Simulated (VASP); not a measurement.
A run of VASP 6.6.1:

The input INCAR:

```
SYSTEM = GaAs
PREC = Accurate
ENCUT = 520
EDIFF = 1E-8
ISMEAR = 0
SIGMA = 0.01
LREAL = .FALSE.
LASPH = .TRUE.
NELM = 100
ALGO = Normal
ISIF = 2
LWAVE = .FALSE.
LCHARG = .FALSE.
GGA = PS
NBANDS = 16
IBRION = 8
NSW = 1
```

KPOINTS

```
Automatic mesh
0
G
  8 8 8
  0 0 0
```

File POSCAR:

```
GaAs
1.0
    0.0000000000      2.8149830210      2.8149830210
    2.8149830210      0.0000000000      2.8149830210
    2.8149830210      2.8149830210      0.0000000000
Ga As
1 1
Direct
    0.0000000000      0.0000000000      0.0000000000
    0.7500000000      0.7500000000      0.7500000000
```

Potentials or basis: VASP PAW PBE potentials, release 64 (Ga_d, As).

Launch:

```bash
$ cat potpaw_PBE.64/Ga_d/POTCAR potpaw_PBE.64/As/POTCAR > POTCAR
$ mpirun -np 1 vasp_std > vasp.out
```

Hardware: 1 thread of Intel(R) Xeon(R) Platinum 8375C CPU @ 2.90GHz (Ice Lake) (shared host).

Problem. Estimate the wall time of this run.

Solution. It took 3.3 min on 1 thread of Intel(R) Xeon(R) Platinum 8375C CPU @ 2.90GHz (Ice Lake), on a shared host, peak memory 0.3 GiB. Counts: scf iterations 42, k points 29.
